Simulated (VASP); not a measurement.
Runs of VASP 6.6.1 on Sr. The structure is that of space group I4/mcm (No. 140), or close to it. The cells are those of the table. 

| cell | gap on the mesh (eV) | pressure (GPa) | largest force (eV/Å) |
| --- | --- | --- | --- |
| a = 6.695 Å, angles 105.7, 105.7, 117.4°, 4 atoms | none | (a) | 0.17 |
| a = 6.883 Å, angles 105.7, 105.7, 117.4°, 4 atoms | none | (b) | 0.10 |
| a = 6.759 Å, angles 105.7, 105.7, 117.4°, 4 atoms | none | -0.4 | 0.14 |
| a = 6.944 Å, angles 105.7, 105.7, 117.4°, 4 atoms | none | -1.1 | 0.08 |
| a = 7.062 Å, angles 105.7, 105.7, 117.4°, 4 atoms | none | -1.3 | 0.05 |
| a = 7.004 Å, angles 105.7, 105.7, 117.4°, 4 atoms | none | -1.2 | 0.07 |
| a = 6.822 Å, angles 105.7, 105.7, 117.4°, 4 atoms | none | -0.6 | 0.12 |

Alike in all rows: task single point; level PBEsol; potentials or basis VASP PAW PBE potentials, release 64 (Sr_sv); no spin polarisation; k mesh 4 × 4 × 4; cutoff (eV) 520; smearing methfessel-paxton 0.02 eV.

Problem. Estimate the missing entries.

Solution. (a) -0.1; (b) -0.9.

Caveats: the PAW data sets were made with another functional, which shifts forces and pressure a little.

A k mesh can miss the band edges, and the runs leave out spin-orbit coupling on Sr.

A gap of «none» marks levels without a gap at the run's occupations.
